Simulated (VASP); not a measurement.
Here is a VASP 6.6.1 calculation.

The input INCAR:

```
SYSTEM = Pt
ALGO = Fast ; EDIFF = 1E-6
ENCUT = 520 ; GGA = PE
ISIF = 2 ; ISMEAR = 0
LASPH = .True. ; LCHARG = .False.
LREAL = .False. ; LWAVE = .False.
NBANDS = 11 ; NELM = 60
PREC = Accurate ; SIGMA = 0.017
```

Contents of KPOINTS:

```
k-points
0
Gamma
  12 12 12
  0 0 0
```

The input POSCAR:

```
Pt
1.0
   -1.5842200000      1.5842200000      1.5842200000
    1.5842200000     -1.5842200000      1.5842200000
    1.5842200000      1.5842200000     -1.5842200000
Pt
1
Direct
    0.0000000000      0.0000000000      0.0000000000
```

Potentials or basis: VASP PAW PBE potentials, release 64 (Pt).

The run is started by

```bash
$ cat potpaw_PBE.64/Pt/POTCAR > POTCAR
$ mpirun -np 1 vasp_std > vasp.out
```

**Question.** What does it give for the pressure?

**Answer.** -1.9 GPa.

**Question.** What does it give for the band gap on the k mesh?

**Answer.** Zero (band 5 reaches 11.08 eV, above the bottom of band 6 at 8.94 eV).

Caveat: spin-orbit coupling is left out, which moves the levels of the heavy elements.
